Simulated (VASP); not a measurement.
# InP (I-4m2) in VASP: a series of runs, part 2 of 2

VASP 6.6.1. Earlier steps stand in the parts before.

### Step 3. Single point, PBE (biaxial strain in the a-b plane: +4.0 %)

INCAR

```
PREC = Accurate ; ENCUT = 520
EDIFF = 1E-6 ; ISMEAR = 0
SIGMA = 0.02 ; LREAL = False
LASPH = True ; NELM = 80
ALGO = Normal ; ISIF = 2
LWAVE = False ; LCHARG = True
GGA = PE ; LELF = True
LVHAR = True ; NBANDS = 26
```

KPOINTS

```
regular mesh
0
Gamma
  8 8 6
```

POSCAR

```
InP
1.0
    3.0990897732      3.0990897732      0.0000000000
   -3.0990897732      3.0990897732      0.0000000000
    0.0000000000      0.0000000000      5.8167531128
In P
2 2
Direct
    0.0000000000      0.0000000000      0.0000000000
    0.5000000000      0.5000000000      0.5000000000
    0.5000000000      0.0000000000      0.7500000000
    0.0000000000      0.5000000000      0.2500000000
```

Potentials or basis: VASP PAW PBE potentials, release 64 (In_d, P).

The run is started by

```bash
> cat potpaw_PBE.64/In_d/POTCAR potpaw_PBE.64/P/POTCAR > POTCAR
> mpirun -np 1 vasp_std > vasp.out
```

OUTCAR:

```text
PREC = Accurate
   ENCUT = 520
   EDIFF = 1E-6
   ISMEAR = 0
   LREAL = False
   LASPH = True
   NELM = 80
   ISIF = 2
   GGA = PE

 ion  position               nearest neighbor table
   1  0.000  0.000  0.000-   3 2.63   4 2.63   4 2.63   3 2.63
   2  0.500  0.500  0.500-   3 2.63   4 2.63   3 2.63   4 2.63
   3  0.500  0.000  0.750-   1 2.63   2 2.63   2 2.63   1 2.63
   4  0.000  0.500  0.250-   1 2.63   2 2.63   1 2.63   2 2.63

  LATTYP: Found a simple tetragonal cell.
 ALAT       =     4.3827747883
 C/A-ratio  =     1.3271850355

  Lattice vectors:

 A1 = (   3.0990897732,   3.0990897732,   0.0000000000)
 A2 = (  -3.0990897732,   3.0990897732,   0.0000000000)
 A3 = (   0.0000000000,   0.0000000000,   5.8167531128)

Analysis of symmetry for initial positions (statically):
=====================================================================
 Subroutine PRICEL returns following result:

  LATTYP: Found a body centered tetragonal cell.
 ALAT       =     4.3827747883
 C/A-ratio  =     1.3271850355

  Lattice vectors:

 A1 = (   0.0000000000,  -3.0990897732,  -2.9083765564)
 A2 = (   0.0000000000,   3.0990897732,  -2.9083765564)
 A3 = (   3.0990897732,   0.0000000000,   2.9083765564)

   2 primitive cells build up your supercell.

 Routine SETGRP: Setting up the symmetry group for a
 simple tetragonal supercell.

 Subroutine GETGRP returns: Found  8 space group operations
 (whereof  8 operations were pure point group operations)
 out of a pool of 16 trial point group operations.

The static configuration has the point symmetry D_2d.

Analysis of symmetry for dynamics (positions and initial velocities):
=====================================================================
 Subroutine PRICEL returns following result:
[... 129 lines left out ...]
   TEBEG  =    0.0;   TEEND  =   0.0 temperature during run
   PSTRESS=    0.0 pullay stress
   NELECT =      36.0000    total number of electrons
   NUPDOWN=      -1.0000    fix difference up-down
   EMIN   =  10.00;   EMAX   =-10.00  energy-range for DOS
   EFERMI =   0.00;   METHOD = LEGACY
   ISMEAR =     0;   SIGMA  =   0.02  broadening in eV -4-tet -1-fermi 0-gaus
   EFERMI_NEDOS =   21; number of points for ismear=-14 and -15
   IALGO  =     38    algorithm
   IMIX   =      4    mixing-type and parameters
     AMIX     =   0.40;   BMIX     =  1.00
     AMIX_MAG =   1.60;   BMIX_MAG =  1.00
  volume/ion in A,a.u.               =      27.93       188.50
  Fermi-wavevector in a.u.,A,eV,Ry     =   1.122318  2.120874 17.137874  1.259598
  Thomas-Fermi vector in A             =   2.258977
   LORBIT       =      0    0 simple, 1 ext, 2 COOP (PROOUT), +10 PAW based schemes
   GGA     = PE    functional components
   LHFCALC =     F    Hartree Fock is set to
   AEXX    =    0.0000 exact exchange contribution
   IVDW    =     0    specifies the selected vdW correction
   LEPSILON=     F    determine dielectric tensor
   LRPA    =     F    only Hartree local field effects (RPA)
 non-spin polarized calculation
 Gauss-broadening in eV      SIGMA  =   0.02
  energy-cutoff  :      520.00
  volume of cell :      111.73
 maximum number of plane-waves:      3040
 NGX is ok and might be reduce to    36
   NGX = 17   NGY = 17   NGZ = 21

 number of electron      35.9999985 magnetization

 Free energy of the ion-electron system (eV)
  ---------------------------------------------------
  ext. energy  EPLUGINS =         0.00000000
  ---------------------------------------------------
  free energy    TOTEN  =       -16.72442036 eV

  energy without entropy =      -16.72439743  energy(sigma->0) =      -16.72440890

 E-fermi :   4.2564     XC(G=0):  -8.8333

 val. band max:        4.2370412038   @ k =   0.0000   0.0000   0.0000
 cond. band min:       4.2758504295   @ k =   0.0000   0.0000   0.0000
 fundamental gap:      0.0388092257
 Fermi energy:         4.2564458168

 k-point     1 :       0.0000    0.0000    0.0000
  band No.  band energies     occupation
      1     -10.0306      2.00000
      2      -9.9138      2.00000
      3      -9.9138      2.00000
      4      -9.8895      2.00000
      5      -9.8476      2.00000
      6      -9.8378      2.00000
[... 685 lines left out ...]
     25      10.5762      0.00000
     26      10.5762      0.00000

 [... further k-points ...]
[... 5 lines left out ...]
  --------------------------------------------------------------------------------------
  -------------------------------------------------------------------------------------
  Total       -2.5673340     -2.5673340     -0.9415836      0.0000000      0.0000000      0.0000000
  in kB      -36.8140851    -36.8140851    -13.5017650      0.0000000      0.0000000      0.0000000
  external PRESSURE =     -29.0433117 kB  Pullay stress =       0.0000000 kB

 VOLUME and BASIS-vectors are now :
 -----------------------------------------------------------------------------
  energy-cutoff  :      520.00
  volume of cell :      111.73
      direct lattice vectors                 reciprocal lattice vectors
     3.099089773  3.099089773  0.000000000     0.161337695  0.161337695  0.000000000
    -3.099089773  3.099089773  0.000000000    -0.161337695  0.161337695  0.000000000
     0.000000000  0.000000000  5.816753113     0.000000000  0.000000000  0.171917216

 POSITION                                       TOTAL-FORCE (eV/Angst)
 -----------------------------------------------------------------------------------
      0.00000      0.00000      0.00000        -0.000000     -0.000000      0.000000
      0.00000      3.09909      2.90838         0.000000     -0.000000     -0.000000
      1.54954      1.54954      4.36256         0.000000      0.000000      0.000000
     -1.54954      1.54954      1.45419         0.000000      0.000000      0.000000
 -----------------------------------------------------------------------------------
    total drift:                               -0.000000      0.000000      0.000000

  FREE ENERGIE OF THE ION-ELECTRON SYSTEM (eV)
  ---------------------------------------------------
  free  energy   TOTEN  =       -16.7244203592 eV

  energy  without entropy=      -16.7243974330  energy(sigma->0) =      -16.72440890
```

Wall time 68 s (1 thread of Intel Xeon 6975P-C (Granite Rapids), shared host); peak memory 0.32 GiB.

What came out:

* Free energy: -16.7244 eV
* Pressure: -2.9 GPa
* Band gap on the k mesh: 0.04 eV

Stress tensor (GPa, compression positive):
```
-3.68  0.00  0.00
 0.00 -3.68  0.00
 0.00  0.00 -1.35
```

Levels at points of the mesh, in eV from the valence-band top:
```csv
k point,band 14,band 15,band 16,band 17,band 18,band 19,band 20,band 21,band 22,band 23
"(0.00, 0.00, 0.00)",-2.32,-2.32,-0.21,-0.21,0.00,0.04,1.62,1.77,3.90,4.01
"(0.50, 0.00, 0.00)",-4.55,-2.37,-2.37,-1.19,-1.19,2.41,2.41,4.77,4.77,5.35
"(0.50, 0.50, 0.00)",-5.55,-2.01,-2.01,-1.98,-1.98,1.91,1.91,2.30,2.30,8.25
"(0.00, 0.00, 0.50)",-3.24,-1.47,-1.47,-1.47,-1.47,2.10,2.10,2.82,2.82,5.96
"(0.50, 0.00, 0.50)",-5.34,-1.13,-1.13,-0.78,-0.78,1.08,1.08,4.48,4.48,4.90
"(0.50, 0.50, 0.50)",-5.39,-2.65,-2.65,-2.59,-2.59,4.08,4.08,4.39,4.39,5.68
```

Caveat: the cell differs from its parent crystal (biaxial strain in the a-b plane: +4.0 %); spin-orbit coupling is left out, which moves the levels of the heavy elements.

### Step 4. Single point, PBE (biaxial strain in the a-b plane: +6.0 %)

INCAR

```
SYSTEM = InP
ALGO = Normal ; EDIFF = 1E-6
ENCUT = 520 ; GGA = PE
ISIF = 2 ; ISMEAR = 0
LASPH = .True. ; LCHARG = .False.
LREAL = .False. ; LWAVE = .False.
NBANDS = 26 ; NELM = 60
PREC = Accurate ; SIGMA = 0.02
```

KPOINTS

```
k-points
0
Gamma
  8 8 6
  0 0 0
```

POSCAR

```
InP
1.0
    3.1586876535      3.1586876535      0.0000000000
   -3.1586876535      3.1586876535      0.0000000000
    0.0000000000      0.0000000000      5.7452356565
In P
2 2
Direct
    0.0000000000      0.0000000000      0.0000000000
    0.5000000000      0.5000000000      0.5000000000
    0.5000000000      0.0000000000      0.7500000000
    0.0000000000      0.5000000000      0.2500000000
```

The run is started by

```bash
> cat potpaw_PBE.64/In_d/POTCAR potpaw_PBE.64/P/POTCAR > POTCAR
> mpirun -np 1 vasp_std > vasp.out
```

Run time: 64 s. Hardware: 1 thread of Intel Xeon 6975P-C (Granite Rapids), shared host; peak memory 0.32 GiB.

Results (log left out):

```
Free energy            : -16.6196 eV
Pressure               : -4.1 GPa
Band gap on the k mesh : 0.24 eV
```

Stress tensor (GPa, compression positive):
```
-5.16  0.00  0.00
 0.00 -5.16  0.00
 0.00  0.00 -1.83
```

Levels at points of the mesh, in eV from the valence-band top:
```csv
k point,band 16,band 17,band 18,band 19,band 20,band 21
"(0.00, 0.00, 0.00)",-0.10,-0.10,-0.02,0.24,1.73,1.74
"(0.50, 0.00, 0.00)",-2.06,-1.09,-1.09,2.40,2.40,4.85
"(0.50, 0.50, 0.00)",-1.73,-1.70,-1.70,2.13,2.13,2.51
"(0.00, 0.00, 0.50)",-1.34,-1.34,-1.34,2.08,2.08,2.96
"(0.50, 0.00, 0.50)",-1.02,-0.53,-0.53,1.11,1.11,4.53
"(0.50, 0.50, 0.50)",-2.41,-2.34,-2.34,4.20,4.20,4.64
```

Caveat: the cell differs from its parent crystal (biaxial strain in the a-b plane: +6.0 %); the cell stands under tension; spin-orbit coupling is left out, which moves the levels of the heavy elements. A k mesh can miss the band edges.

### Step 5. The runs side by side

| cell | gap on the mesh (eV) | pressure (GPa) |
| --- | --- | --- |
| a = 4.467, b = 4.467, c = 5.565 Å, 4 atoms | 0.19 | -2.8 |
| a = 4.383, b = 4.383, c = 5.817 Å, 4 atoms | 0.04 | -2.9 |
| a = 4.467, b = 4.467, c = 5.745 Å, 4 atoms | 0.24 | -4.1 |

Alike in all rows: task single point; level PBE; potentials or basis VASP PAW PBE potentials, release 64 (In_d, P); no spin polarisation; k mesh 8 × 8 × 6; cutoff (eV) 520; smearing gaussian 0.02 eV.

Caveats: spin-orbit coupling is left out, which moves the levels of the heavy elements; the cell stands under tension (at least some runs).

Total energies depend on the potentials used, so only differences within one code and one set of settings carry meaning.
